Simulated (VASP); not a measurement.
# AlNi (Pm-3m) in VASP: a series of runs, part 2 of 2

VASP 6.6.1. Earlier steps stand in the parts before.

## Step 4: Single point, LDA

Input file INCAR:

```
SYSTEM = AlNi
  PREC = Accurate
  ENCUT = 600
  EDIFF = 1E-6
  ISMEAR = 0
  SIGMA = 0.05
  LREAL = .False.
  LASPH = .True.
  NELM = 120
  ALGO = Normal
  ISIF = 2
  LWAVE = .False.
  LCHARG = .False.
  GGA = CA
  NBANDS = 14
  GGA_COMPAT = .False.
```

Input file KPOINTS:

```
Automatic mesh
0
Gamma
  12 12 12
  0 0 0
```

Input file POSCAR:

```
AlNi
1.0
    2.8810014521      0.0000000000      0.0000000000
    0.0000000000      2.8810014521      0.0000000000
    0.0000000000      0.0000000000      2.8810014521
Al Ni
1 1
Direct
    0.0000000000      0.0000000000      0.0000000000
    0.5000000000      0.5000000000      0.5000000000
```

Potentials or basis: VASP PAW LDA potentials, release 64 (Al, Ni).

On the command line:

```console
$ cat potpaw_LDA.64/Al/POTCAR potpaw_LDA.64/Ni/POTCAR > POTCAR
$ mpirun -np 1 vasp_std > vasp.out
```

OUTCAR:

```text
SYSTEM = AlNi
   PREC = Accurate
   ENCUT = 600
   EDIFF = 1E-6
   ISMEAR = 0
   LREAL = .False.
   LASPH = .True.
   NELM = 120
   ISIF = 2
   GGA = CA

 ion  position               nearest neighbor table
   1  0.000  0.000  0.000-   2 2.50   2 2.50   2 2.50   2 2.50   2 2.50   2 2.50   2 2.50   2 2.50

   2  0.500  0.500  0.500-   1 2.50   1 2.50   1 2.50   1 2.50   1 2.50   1 2.50   1 2.50   1 2.50

  LATTYP: Found a simple cubic cell.
 ALAT       =     2.8810014521

  Lattice vectors:

 A1 = (   2.8810014521,   0.0000000000,   0.0000000000)
 A2 = (   0.0000000000,   2.8810014521,   0.0000000000)
 A3 = (   0.0000000000,   0.0000000000,   2.8810014521)

Analysis of symmetry for initial positions (statically):
=====================================================================
 Subroutine PRICEL returns:
 Original cell was already a primitive cell.

 Routine SETGRP: Setting up the symmetry group for a
 simple cubic supercell.

 Subroutine GETGRP returns: Found 48 space group operations
[... 9 lines left out ...]

 Routine SETGRP: Setting up the symmetry group for a
 simple cubic supercell.

 Subroutine GETGRP returns: Found 48 space group operations
[... 11 lines left out ...]
                                     Primitive cell

  volume of cell :      23.9128

  direct lattice vectors                    reciprocal lattice vectors
     2.881001452  0.000000000  0.000000000     0.347101526  0.000000000  0.000000000
     0.000000000  2.881001452  0.000000000     0.000000000  0.347101526  0.000000000
     0.000000000  0.000000000  2.881001452     0.000000000  0.000000000  0.347101526

  length of vectors
     2.881001452  2.881001452  2.881001452     0.347101526  0.347101526  0.347101526

  position of ions in fractional coordinates (direct lattice)
     0.000000000  0.000000000  0.000000000
     0.500000000  0.500000000  0.500000000

  ion indices of the primitive-cell ions
   primitive index   ion index
                 1           1
                 2           2

----------------------------------------------------------------------------------------

 KPOINTS: Automatic mesh

Automatic generation of k-mesh.
 Grid dimensions read from file:
 generate k-points for:   12   12   12

 Generating k-lattice:

  Cartesian coordinates                     Fractional coordinates (reciprocal lattice)
     0.028925127  0.000000000  0.000000000     0.083333333  0.000000000  0.000000000
     0.000000000  0.028925127  0.000000000     0.000000000  0.083333333  0.000000000
     0.000000000  0.000000000  0.028925127     0.000000000  0.000000000  0.083333333

  Length of vectors
     0.028925127  0.028925127  0.028925127

  Shift w.r.t. Gamma in fractional coordinates (k-lattice)
     0.000000000  0.000000000  0.000000000

 Subroutine IBZKPT returns following result:
 ===========================================

 Found     84 irreducible k-points:

 Following reciprocal coordinates:
            Coordinates               Weight
  0.000000  0.000000  0.000000      1.000000
  0.083333  0.000000  0.000000      6.000000
  0.166667  0.000000  0.000000      6.000000
  0.250000  0.000000  0.000000      6.000000
  0.333333  0.000000  0.000000      6.000000
  0.416667  0.000000  0.000000      6.000000
[... 16 lines left out ...]
  0.333333  0.333333  0.000000     12.000000
  0.416667  0.333333  0.000000     24.000000
 [... further k-points ...]
   k-points           NKPTS =     84   k-points in BZ     NKDIM =     84   number of bands    NBANDS=     14
   number of dos      NEDOS =    301   number of ions     NIONS =      2
   total plane-waves  NPLWV =  13824
   dimension x,y,z NGX =    24 NGY =   24 NGZ =   24
   dimension x,y,z NGXF=    48 NGYF=   48 NGZF=   48
   ions per type =               1   1
   NGX,Y,Z   is equivalent  to a cutoff of  13.85, 13.85, 13.85 a.u.
   NGXF,Y,Z  is equivalent  to a cutoff of  27.70, 27.70, 27.70 a.u.
 SYSTEM =  AlNi
   PREC   = accura    normal or accurate (medium, high low for compatibility)
   ISTART =      0    job   : 0-new  1-cont  2-samecut
   ICHARG =      2    charge: 1-file 2-atom 10-const
   ISPIN  =      1    spin polarized calculation?
   LNONCOLLINEAR =      F non collinear calculations
   LSORBIT =      F    spin-orbit coupling
   LASPH  =      T    aspherical Exc in radial PAW
   ENCUT  =  600.0 eV  44.10 Ry    6.64 a.u.   5.75  5.75  5.75*2*pi/ulx,y,z
   NELM   =    120;   NELMIN=  2; NELMDL= -5     # of ELM steps
   EDIFF  = 0.1E-05   stopping-criterion for ELM
   LREAL  =      F    real-space projection
   EDIFFG = 0.1E-04   stopping-criterion for IOM
   NSW    =      0    number of steps for IOM
   IBRION =     -1    ionic relax: 0-MD 1-quasi-New 2-CG
   NFREE  =      0    steps in history (QN), initial steepest desc. (CG)
   ISIF   =      2    stress and relaxation
   ISYM   =      2    0-nonsym 1-usesym 2-fastsym
   POTIM  = 0.5000    time-step for ionic-motion
   TEBEG  =    0.0;   TEEND  =   0.0 temperature during run
   PSTRESS=    0.0 pullay stress
   NELECT =      13.0000    total number of electrons
   NUPDOWN=      -1.0000    fix difference up-down
   EMIN   =  10.00;   EMAX   =-10.00  energy-range for DOS
   EFERMI =   0.00;   METHOD = LEGACY
   ISMEAR =     0;   SIGMA  =   0.05  broadening in eV -4-tet -1-fermi 0-gaus
   EFERMI_NEDOS =   21; number of points for ismear=-14 and -15
   IALGO  =     38    algorithm
   IMIX   =      4    mixing-type and parameters
     AMIX     =   0.40;   BMIX     =  1.00
     AMIX_MAG =   1.60;   BMIX_MAG =  1.00
  volume/ion in A,a.u.               =      11.96        80.69
  Fermi-wavevector in a.u.,A,eV,Ry     =   1.336121  2.524903 24.289385  1.785219
  Thomas-Fermi vector in A             =   2.464772
   LORBIT       =      0    0 simple, 1 ext, 2 COOP (PROOUT), +10 PAW based schemes
   GGA     = CA    functional components
   LHFCALC =     F    Hartree Fock is set to
   AEXX    =    0.0000 exact exchange contribution
   IVDW    =     0    specifies the selected vdW correction
   LEPSILON=     F    determine dielectric tensor
   LRPA    =     F    only Hartree local field effects (RPA)
 non-spin polarized calculation
 Gauss-broadening in eV      SIGMA  =   0.05
  energy-cutoff  :      600.00
  volume of cell :       23.91
 maximum number of plane-waves:       840
 NGX is ok and might be reduce to    24
   NGX = 11   NGY = 11   NGZ = 11

 number of electron      13.0000015 magnetization

 Free energy of the ion-electron system (eV)
  ---------------------------------------------------
  ext. energy  EPLUGINS =         0.00000000
  ---------------------------------------------------
  free energy    TOTEN  =       -12.16429836 eV

  energy without entropy =      -12.16327703  energy(sigma->0) =      -12.16378769

 E-fermi :   9.7943     XC(G=0): -12.3003

 val. band max:        9.7860593682   @ k =   0.3333   0.1667   0.0000
 cond. band min:       9.8037530853   @ k =   0.5000   0.4167   0.3333
 fundamental gap:      0.0176937171
 Fermi energy:         9.7942593057

 k-point     1 :       0.0000    0.0000    0.0000
  band No.  band energies     occupation
      1      -1.3334      2.00000
      2       6.5071      2.00000
      3       6.5071      2.00000
      4       8.1868      2.00000
      5       8.1868      2.00000
      6       8.1868      2.00000
      7      15.2181      0.00000
      8      15.2181      0.00000
      9      15.2181      0.00000
     10      17.9740      0.00000
     11      17.9740      0.00000
     12      23.3056      0.00000
     13      30.5560      0.00000
     14      30.5560      0.00000

 k-point     2 :       0.0833    0.0000    0.0000
  band No.  band energies     occupation
      1      -1.2057      2.00000
      2       6.4983      2.00000
      3       6.5366      2.00000
      4       8.1317      2.00000
      5       8.1317      2.00000
      6       8.1928      2.00000
      7      14.0098      0.00000
      8      15.3863      0.00000
      9      15.3863      0.00000
     10      17.9814      0.00000
[... 362 lines left out ...]
 k-point    24 :       0.4167    0.3333    0.0000
  band No.  band energies     occupation
      1       3.3208      2.00000
      2       5.4194      2.00000
      3       6.9065      2.00000
      4       7.3409      2.00000
      5       7.6475      2.00000
      6       7.7897      2.00000
      7       9.1974      2.00000
      8      12.2291      0.00000
      9      14.3168      0.00000
     10      20.6720      0.00000
     11      22.5171      0.00000
     12      23.3769      0.00000
     13      25.5125      0.00000
     14      25.8551      0.00000

 [... further k-points ...]
[... 5 lines left out ...]
  --------------------------------------------------------------------------------------
  -------------------------------------------------------------------------------------
  Total       -1.2099852     -1.2099852     -1.2099852      0.0000000     -0.0000000     -0.0000000
  in kB      -81.0700092    -81.0700092    -81.0700092      0.0000000     -0.0000000     -0.0000000
  external PRESSURE =     -81.0700092 kB  Pullay stress =       0.0000000 kB

 VOLUME and BASIS-vectors are now :
 -----------------------------------------------------------------------------
  energy-cutoff  :      600.00
  volume of cell :       23.91
      direct lattice vectors                 reciprocal lattice vectors
     2.881001452  0.000000000  0.000000000     0.347101526  0.000000000  0.000000000
     0.000000000  2.881001452  0.000000000     0.000000000  0.347101526  0.000000000
     0.000000000  0.000000000  2.881001452     0.000000000  0.000000000  0.347101526

 POSITION                                       TOTAL-FORCE (eV/Angst)
 -----------------------------------------------------------------------------------
      0.00000      0.00000      0.00000         0.000000      0.000000      0.000000
      1.44050      1.44050      1.44050         0.000000      0.000000      0.000000
 -----------------------------------------------------------------------------------
    total drift:                                0.000000      0.000000     -0.000000

  FREE ENERGIE OF THE ION-ELECTRON SYSTEM (eV)
  ---------------------------------------------------
  free  energy   TOTEN  =       -12.1642983557 eV

  energy  without entropy=      -12.1632770292  energy(sigma->0) =      -12.16378769
```

OSZICAR:

```text
N       E                     dE             d eps       ncg     rms          rms(c)
DAV:   1     0.422955859291E+02    0.42296E+02   -0.59421E+03  2368   0.110E+03
DAV:   2    -0.115936180213E+02   -0.53889E+02   -0.49114E+02  2472   0.193E+02
DAV:   3    -0.135295660318E+02   -0.19359E+01   -0.19154E+01  2940   0.399E+01
DAV:   4    -0.135531712944E+02   -0.23605E-01   -0.23600E-01  2768   0.394E+00
DAV:   5    -0.135537626883E+02   -0.59139E-03   -0.59138E-03  3066   0.684E-01    0.117E+01
DAV:   6    -0.152960726754E+02   -0.17423E+01   -0.43124E+01  2706   0.932E+01    0.150E+01
DAV:   7    -0.121962220499E+02    0.30999E+01   -0.13040E+01  2790   0.563E+01    0.985E-01
DAV:   8    -0.121796415563E+02    0.16580E-01   -0.25861E-01  2962   0.530E+00    0.978E-01
DAV:   9    -0.121645993723E+02    0.15042E-01   -0.43151E-02  3030   0.268E+00    0.171E-01
DAV:  10    -0.121642988316E+02    0.30054E-03   -0.12650E-03  3144   0.492E-01    0.691E-02
DAV:  11    -0.121642992918E+02   -0.46026E-06   -0.50657E-05  3352   0.554E-02    0.143E-02
DAV:  12    -0.121642983557E+02    0.93612E-06   -0.30175E-06  2288   0.245E-02
   1 F= -.12164298E+02 E0= -.12163788E+02  d E =-.102133E-02
```

Run time: 17 s. Hardware: 1 thread of AMD EPYC 7R13 (Zen 3), shared host; peak memory 0.12 GiB.

Results:

| Property | Result |
| --- | --- |
| Free energy | -12.1643 eV |
| Pressure | -8.1 GPa |

## Step 5: Single point, LDA, collinear spin, ferromagnetic start

Input file INCAR:

```
PREC = Accurate
ENCUT = 600
EDIFF = 1E-6
ISMEAR = 0
SIGMA = 0.05
LREAL = False
LASPH = True
NELM = 200
ALGO = Normal
ISIF = 2
LWAVE = False
LCHARG = False
ISPIN = 2
MAGMOM = 0 0.8
LORBIT = 11
LMAXMIX = 4
NBANDS = 18
GGA_COMPAT = False
```

Input file KPOINTS:

```
Automatic mesh
0
Gamma
  12 12 12
```

POSCAR is that of step 4.

On the command line:

```console
$ cat potpaw_LDA.64/Al/POTCAR potpaw_LDA.64/Ni/POTCAR > POTCAR
$ mpirun -np 1 vasp_std > vasp.out
```

It took 48 s on 1 thread of AMD EPYC 7R13 (Zen 3), shared host; peak memory 0.15 GiB.

Results (log left out):

```yaml
Free_energy: -12.1643 eV
Pressure: -8.2 GPa
Net_moment: 0.00 μB per cell
Valence_electrons_inside_the_program's_atomic_spheres: Al 0.81; Ni 9.49
```

Levels at points of the mesh, in eV from the Fermi level:
Spin up:
```
           k point  band 3  band 4  band 5  band 6  band 7  band 8  band 9  band 10  band 11  band 12
(0.00, 0.00, 0.00)   -3.29   -1.61   -1.61   -1.61    5.42    5.42    5.42     8.18     8.18    13.51
(0.50, 0.00, 0.00)   -2.82   -2.31   -2.31   -1.52   -0.71    8.33    9.94     9.94    10.78    10.78
(0.50, 0.50, 0.00)   -2.87   -2.87   -2.14   -2.14   -1.08    1.42    2.43    12.09    15.10    15.10
(0.50, 0.50, 0.50)   -4.14   -1.05   -1.05    1.99    1.99    1.99    3.55     4.45     4.45     4.45
```
Spin down:
| k point | band 4 | band 5 | band 6 | band 7 | band 8 | band 9 | band 10 | band 11 |
| --- | --- | --- | --- | --- | --- | --- | --- | --- |
| (0.00, 0.00, 0.00) | -1.61 | -1.61 | -1.61 | 5.42 | 5.42 | 5.42 | 8.18 | 8.18 |
| (0.50, 0.00, 0.00) | -2.31 | -2.31 | -1.52 | -0.71 | 8.33 | 9.94 | 9.94 | 10.78 |
| (0.50, 0.50, 0.00) | -2.87 | -2.14 | -2.14 | -1.08 | 1.42 | 2.43 | 12.09 | 15.10 |
| (0.50, 0.50, 0.50) | -1.05 | -1.05 | 1.99 | 1.99 | 1.99 | 3.55 | 4.45 | 4.45 |
